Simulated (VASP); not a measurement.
NiO: single point with r2SCAN

NiO:

```
CELL_PARAMETERS angstrom
0.00000 2.07190 2.07190
2.07190 0.00000 2.07190
2.07190 2.07190 0.00000
ATOMIC_POSITIONS crystal
Ni 0.00000 0.00000 0.00000
O 0.50000 0.50000 0.50000
```

```json
{
  "Program": "VASP 6.6.1",
  "Task": "single point",
  "Functional": "r2SCAN",
  "Potentials or basis": "VASP PAW PBE potentials, release 64 (Ni, O)",
  "Cutoff": "520 eV",
  "k mesh": "11 × 11 × 11",
  "Occupations": "fermi-dirac, width 0.1 eV",
  "Spin": "collinear spin, ferromagnetic start",
  "Starting moments": "[2.0, 0.0] μB"
}
```

The pressure is 7.6 GPa and the band gap on the k mesh is 0.66 eV, indirect (least direct gap 1.67 eV). The net moment is 2.00 μB per cell. The site moments are Ni +1.69; O +0.28 μB. The valence electrons inside the program's atomic spheres are Ni 8.97; O 5.07.

Levels at points of the mesh, in eV from the valence-band top:
Spin up:
```tsv
k point	band 7	band 8	band 9	band 10	band 11	band 12
(0.00, 0.00, 0.00)	-2.92	-2.92	-2.92	2.32	18.90	19.85
```
Spin down:
| k point | band 4 | band 5 | band 6 | band 7 | band 8 | band 9 | band 10 | band 11 |
| --- | --- | --- | --- | --- | --- | --- | --- | --- |
| (0.00, 0.00, 0.00) | -2.28 | -2.22 | -2.22 | -2.22 | 0.66 | 0.67 | 2.89 | 18.99 |

Wall time 86 s on 1 thread of Intel Xeon 6975P-C, with other jobs on the host, peak memory 0.18 GiB.

Caveat: the PAW data sets were made with another functional, which shifts forces and pressure a little; a cell with one magnetic atom can't hold antiferromagnetic order, which such compounds often take. r2SCAN opens gaps a little over a GGA but as a rule still falls short of measured ones.
